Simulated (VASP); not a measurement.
# C (Fd-3m) in VASP: settings compared, part 2 of 2

VASP 6.6.1. Earlier steps stand in the parts before.

## (4) Single point, r2SCAN+D3(BJ)

This run uses another cell than the first one, of 5.67 Å³/atom, 1.042 times its volume.

POSCAR

```
C
1.0
    0.0000000000      1.7833700000      1.7833700000
    1.7833700000      0.0000000000      1.7833700000
    1.7833700000      1.7833700000      0.0000000000
C
2
Direct
    0.7500000000      0.7500000000      0.7500000000
    0.5000000000      0.5000000000      0.5000000000
```

INCAR.step1

```
PREC = Accurate ; ENCUT = 520
ISMEAR = -1 ; SIGMA = 0.05
LREAL = False ; LASPH = True
NELM = 80 ; NBANDS = 11
GGA = PE ; ALGO = Normal
EDIFF = 1E-4 ; LWAVE = True
LCHARG = False
```

INCAR.step2

```
PREC = Accurate ; ENCUT = 520
EDIFF = 1E-6 ; ISMEAR = -1
SIGMA = 0.05 ; LREAL = False
LASPH = True ; NELM = 80
ALGO = Normal ; ISIF = 2
LWAVE = False ; LCHARG = False
METAGGA = R2SCAN ; LMIXTAU = True
IVDW = 12 ; VDW_S6 = 1.0
VDW_S8 = 0.78981345 ; VDW_A1 = 0.49484001
VDW_A2 = 5.73083694 ; NBANDS = 11
ISTART = 1
```

KPOINTS

```
regular mesh
0
Gamma
  13 13 13
```

Potentials or basis: VASP PAW PBE potentials, release 64 (C).

Started as:

```bash
$ cat potpaw_PBE.64/C/POTCAR > POTCAR
$ cp INCAR.step1 INCAR
$ mpirun -np 1 vasp_std > vasp.out
$ cp INCAR.step2 INCAR
$ mpirun -np 1 vasp_std > vasp.out
```

OUTCAR:

```text
PREC = Accurate
   ENCUT = 520
   EDIFF = 1E-6
   ISMEAR = -1
   LREAL = False
   LASPH = True
   NELM = 80
   ISIF = 2
   METAGGA = R2SCAN
   IVDW = 12
   ISTART = 1
 IVDW          = 12

 ion  position               nearest neighbor table
   1  0.750  0.750  0.750-   2 1.54   2 1.54   2 1.54   2 1.54
   2  0.500  0.500  0.500-   1 1.54   1 1.54   1 1.54   1 1.54

  LATTYP: Found a face centered cubic cell.
 ALAT       =     3.5667400000

  Lattice vectors:

 A1 = (   0.0000000000,   1.7833700000,   1.7833700000)
 A2 = (   1.7833700000,   0.0000000000,   1.7833700000)
 A3 = (   1.7833700000,   1.7833700000,   0.0000000000)

Analysis of symmetry for initial positions (statically):
=====================================================================
 Subroutine PRICEL returns:
 Original cell was already a primitive cell.

 Routine SETGRP: Setting up the symmetry group for a
 face centered cubic supercell.

 Subroutine GETGRP returns: Found 48 space group operations
 (whereof 24 operations were pure point group operations)
 out of a pool of 48 trial point group operations.

The static configuration has the point symmetry T_d .
 The point group associated with its full space group is O_h .

Analysis of symmetry for dynamics (positions and initial velocities):
=====================================================================
 Subroutine PRICEL returns:
 Original cell was already a primitive cell.

 Routine SETGRP: Setting up the symmetry group for a
 face centered cubic supercell.

 Subroutine GETGRP returns: Found 48 space group operations
 (whereof 24 operations were pure point group operations)
 out of a pool of 48 trial point group operations.

The dynamic configuration has the point symmetry T_d .
 The point group associated with its full space group is O_h .

 Subroutine INISYM returns: Found 48 space group operations
 (whereof 24 operations are pure point group operations),
 and found     1 'primitive' translations

----------------------------------------------------------------------------------------

                                     Primitive cell

  volume of cell :      11.3437

  direct lattice vectors                    reciprocal lattice vectors
     0.000000000  1.783370000  1.783370000    -0.280368067  0.280368067  0.280368067
     1.783370000  0.000000000  1.783370000     0.280368067 -0.280368067  0.280368067
     1.783370000  1.783370000  0.000000000     0.280368067  0.280368067 -0.280368067

  length of vectors
     2.522066041  2.522066041  2.522066041     0.485611737  0.485611737  0.485611737

  position of ions in fractional coordinates (direct lattice)
     0.750000000  0.750000000  0.750000000
     0.500000000  0.500000000  0.500000000

  ion indices of the primitive-cell ions
   primitive index   ion index
                 1           1
                 2           2

----------------------------------------------------------------------------------------

 KPOINTS: regular mesh

Automatic generation of k-mesh.
 Grid dimensions read from file:
 generate k-points for:   13   13   13

 Generating k-lattice:

[... 23 lines left out ...]
  0.384615  0.000000  0.000000      8.000000
[... 16 lines left out ...]
  0.384615  0.153846  0.000000     24.000000
  0.461538  0.153846  0.000000     24.000000
 [... further k-points ...]
   k-points           NKPTS =     84   k-points in BZ     NKDIM =     84   number of bands    NBANDS=     11
   number of dos      NEDOS =    301   number of ions     NIONS =      2
   total plane-waves  NPLWV =   8000
   dimension x,y,z NGX =    20 NGY =   20 NGZ =   20
   dimension x,y,z NGXF=    40 NGYF=   40 NGZF=   40
   ions per type =               2
   NGX,Y,Z   is equivalent  to a cutoff of  13.18, 13.18, 13.18 a.u.
   NGXF,Y,Z  is equivalent  to a cutoff of  26.37, 26.37, 26.37 a.u.
 SYSTEM =  unknown system
   PREC   = accura    normal or accurate (medium, high low for compatibility)
   ISTART =      1    job   : 0-new  1-cont  2-samecut
   ICHARG =      0    charge: 1-file 2-atom 10-const
   ISPIN  =      1    spin polarized calculation?
   LNONCOLLINEAR =      F non collinear calculations
   LSORBIT =      F    spin-orbit coupling
   LASPH  =      T    aspherical Exc in radial PAW
   ENCUT  =  520.0 eV  38.22 Ry    6.18 a.u.   4.69  4.69  4.69*2*pi/ulx,y,z
   NELM   =     80;   NELMIN=  2; NELMDL=  0     # of ELM steps
   EDIFF  = 0.1E-05   stopping-criterion for ELM
   LREAL  =      F    real-space projection
   EDIFFG = 0.1E-04   stopping-criterion for IOM
   NSW    =      0    number of steps for IOM
   IBRION =     -1    ionic relax: 0-MD 1-quasi-New 2-CG
   NFREE  =      0    steps in history (QN), initial steepest desc. (CG)
   ISIF   =      2    stress and relaxation
   ISYM   =      2    0-nonsym 1-usesym 2-fastsym
   POTIM  = 0.5000    time-step for ionic-motion
   TEBEG  =    0.0;   TEEND  =   0.0 temperature during run
   PSTRESS=    0.0 pullay stress
   NELECT =       8.0000    total number of electrons
   NUPDOWN=      -1.0000    fix difference up-down
   EMIN   =  10.00;   EMAX   =-10.00  energy-range for DOS
   EFERMI =   0.00;   METHOD = LEGACY
   ISMEAR =    -1;   SIGMA  =   0.05  broadening in eV -4-tet -1-fermi 0-gaus
   EFERMI_NEDOS =   21; number of points for ismear=-14 and -15
   IALGO  =     38    algorithm
   IMIX   =      4    mixing-type and parameters
     AMIX     =   0.40;   BMIX     =  1.00
     AMIX_MAG =   1.60;   BMIX_MAG =  1.00
  volume/ion in A,a.u.               =       5.67        38.28
  Fermi-wavevector in a.u.,A,eV,Ry     =   1.457203  2.753714 28.891161  2.123440
  Thomas-Fermi vector in A             =   2.574032
   LORBIT       =      0    0 simple, 1 ext, 2 COOP (PROOUT), +10 PAW based schemes
   METAGGA = R2SCAN    functional components
   LHFCALC =     F    Hartree Fock is set to
   AEXX    =    0.0000 exact exchange contribution
   IVDW    =    12    specifies the selected vdW correction
   LEPSILON=     F    determine dielectric tensor
   LRPA    =     F    only Hartree local field effects (RPA)
 non-spin polarized calculation
  energy-cutoff  :      520.00
  volume of cell :       11.34
 maximum number of plane-waves:       322
   NGX =  9   NGY =  9   NGZ =  9

 number of electron       7.9999999 magnetization

 Free energy of the ion-electron system (eV)
  ---------------------------------------------------
  ext. energy  EPLUGINS =         0.00000000
  ---------------------------------------------------
  free energy    TOTEN  =       -19.65729249 eV

  energy without entropy =      -19.65729249  energy(sigma->0) =      -19.65729249

 E-fermi :  10.6436     XC(G=0): -14.2579

 val. band max:        9.7128819930   @ k =   0.0000   0.0000   0.0000
 cond. band min:      14.0497192169   @ k =   0.3846   0.3846   0.0000
 fundamental gap:      4.3368372239
 Fermi energy:        10.6435516101

 k-point     1 :       0.0000    0.0000    0.0000
  band No.  band energies     occupation
      1     -12.9825      2.00000
      2       9.7129      2.00000
      3       9.7129      2.00000
      4       9.7129      2.00000
      5      15.5484      0.00000
      6      15.5484      0.00000
      7      15.5484      0.00000
      8      23.5309      0.00000
      9      30.1064      0.00000
     10      37.1009      0.00000
     11      37.1009      0.00000
[... 309 lines left out ...]
 k-point    24 :       0.4615    0.1538    0.0000
  band No.  band energies     occupation
      1      -7.7672      2.00000
      2      -2.1682      2.00000
      3       4.9917      2.00000
      4       5.5748      2.00000
      5      17.1374      0.00000
      6      20.8604      0.00000
      7      21.0948      0.00000
      8      24.4345      0.00000
      9      31.5244      0.00000
     10      34.3021      0.00000
     11      38.0631      0.00000

 [... further k-points ...]

------------------------ aborting loop because EDIFF is reached ----------------------------------------

 Edisp (eV)   -0.17995

 E8    (eV) :    -0.0374

  FORCE on cell =-STRESS in cart. coord.  units (eV):
  Direction    XX          YY          ZZ          XY          YZ          ZX
  --------------------------------------------------------------------------------------
  -------------------------------------------------------------------------------------
  Total      -0.27597    -0.27597    -0.27597     0.00000     0.00000     0.00000
  in kB     -38.97717   -38.97717   -38.97717     0.00000     0.00000     0.00000
  external pressure =      -38.98 kB  Pullay stress =        0.00 kB

 VOLUME and BASIS-vectors are now :
 -----------------------------------------------------------------------------
  energy-cutoff  :      520.00
  volume of cell :       11.34
      direct lattice vectors                 reciprocal lattice vectors
     0.000000000  1.783370000  1.783370000    -0.280368067  0.280368067  0.280368067
     1.783370000  0.000000000  1.783370000     0.280368067 -0.280368067  0.280368067
     1.783370000  1.783370000  0.000000000     0.280368067  0.280368067 -0.280368067

 POSITION                                       TOTAL-FORCE (eV/Angst)
 -----------------------------------------------------------------------------------
      2.67505      2.67505      2.67505        -0.000000     -0.000000     -0.000000
      1.78337      1.78337      1.78337         0.000000      0.000000      0.000000
 -----------------------------------------------------------------------------------
    total drift:                                0.000000     -0.000000      0.000000

  FREE ENERGIE OF THE ION-ELECTRON SYSTEM (eV)
  ---------------------------------------------------
  free  energy   TOTEN  =       -19.8372458984 eV

  energy  without entropy=      -19.8372458983  energy(sigma->0) =      -19.83724590
```

It took 27 s on 1 thread of Intel Xeon Platinum 8375C at 2.90GHz (Ice Lake), shared host; peak memory 0.13 GiB.

Results:

| Property | Result |
| --- | --- |
| Free energy | -19.8372 eV |
| Pressure | -3.9 GPa |
| Band gap on the k mesh | 4.34 eV, indirect (least direct gap 5.84 eV) |
| Dispersion energy per atom | -0.090 eV |

Caveat: the PAW data sets were made with another functional, which shifts forces and pressure a little.

## (5) Single point, HSE06

This run uses another cell than the first one, of 5.67 Å³/atom, 1.042 times its volume.

POSCAR

```
C
1.0
    0.0000000000      1.7833700000      1.7833700000
    1.7833700000      0.0000000000      1.7833700000
    1.7833700000      1.7833700000      0.0000000000
C
2
Direct
    0.2500000000      0.2500000000      0.2500000000
    0.0000000000      0.0000000000      0.0000000000
```

INCAR.step1

```
SYSTEM = C
ALGO = Normal
EDIFF = 1E-5
ENCUT = 520
GGA = PE
ISIF = 2
ISMEAR = 1
LASPH = .True.
LREAL = .False.
LWAVE = .True.
NBANDS = 11
NELM = 100
PREC = Accurate
SIGMA = 0.15
```

INCAR.step2

```
SYSTEM = C
ALGO = Normal
EDIFF = 1E-6
ENCUT = 520
GGA = PE
HFSCREEN = 0.2079
ISIF = 2
ISMEAR = 1
ISTART = 1
LASPH = .True.
LCHARG = .True.
LELF = .True.
LHFCALC = .True.
LREAL = .False.
LVHAR = .True.
LWAVE = .False.
NBANDS = 11
NELM = 100
PREC = Accurate
PRECFOCK = Normal
SIGMA = 0.15
```

KPOINTS

```
k-points
0
Gamma
  7 7 7
  0 0 0
```

Started as:

```bash
$ cat potpaw_PBE.64/C/POTCAR > POTCAR
$ cp INCAR.step1 INCAR
$ mpirun -np 1 vasp_std > vasp.out
$ cp INCAR.step2 INCAR
$ mpirun -np 1 vasp_std > vasp.out
```

Run time: 5.2 min. Hardware: 1 thread of Intel Xeon Platinum 8259CL at 2.50GHz (Skylake/Cascade Lake), shared host; peak memory 0.21 GiB.

Results (log left out):

| Property | Result |
| --- | --- |
| Free energy | -21.0467 eV |
| Pressure | -7.3 GPa |
| Band gap on the k mesh | 5.40 eV, indirect (least direct gap 6.97 eV) |

Levels at points of the mesh, in eV from the valence-band top:
```
           k point  band 1  band 2  band 3  band 4  band 5  band 6  band 7  band 8
(0.00, 0.00, 0.00)  -23.54    0.00    0.00    0.00    6.97    6.97    6.97   15.26
```

Caveat: the k points lie up to 0.44 Å⁻¹ apart; the PAW data sets were made with another functional, which shifts forces and pressure a little.

## (6) The runs side by side

| level | cell | k mesh | smearing | grid for exact exchange (PRECFOCK) | screening parameter | gap on the mesh (eV) | pressure (GPa) |
| --- | --- | --- | --- | --- | --- | --- | --- |
| r2SCAN+D3(BJ) | a = 2.488 Å, angles 60.0°, 2 atoms | 13 × 13 × 13 | fermi-dirac 0.05 eV | - | - | 4.43 | 15.5 |
| r2SCAN+D3(BJ) | a = 2.505 Å, angles 60.0°, 2 atoms | 13 × 13 × 13 | fermi-dirac 0.05 eV | - | - | 4.38 | 5.3 |
| r2SCAN+D3(BJ) | a = 2.522 Å, angles 60.0°, 2 atoms | 13 × 13 × 13 | fermi-dirac 0.05 eV | - | - | 4.34 | -3.9 |
| HSE06 | a = 2.522 Å, angles 60.0°, 2 atoms | 7 × 7 × 7 | methfessel-paxton 0.15 eV | Normal | 0.2079 1/Å | 5.40 | -7.3 |

Alike in all rows: task single point; potentials or basis VASP PAW PBE potentials, release 64 (C); no spin polarisation; cutoff (eV) 520.

Caveats: some runs use coarse meshes; the PAW data sets were made with another functional, which shifts forces and pressure a little.

Total energies depend on the potentials used, so only differences within one code and one set of settings carry meaning.
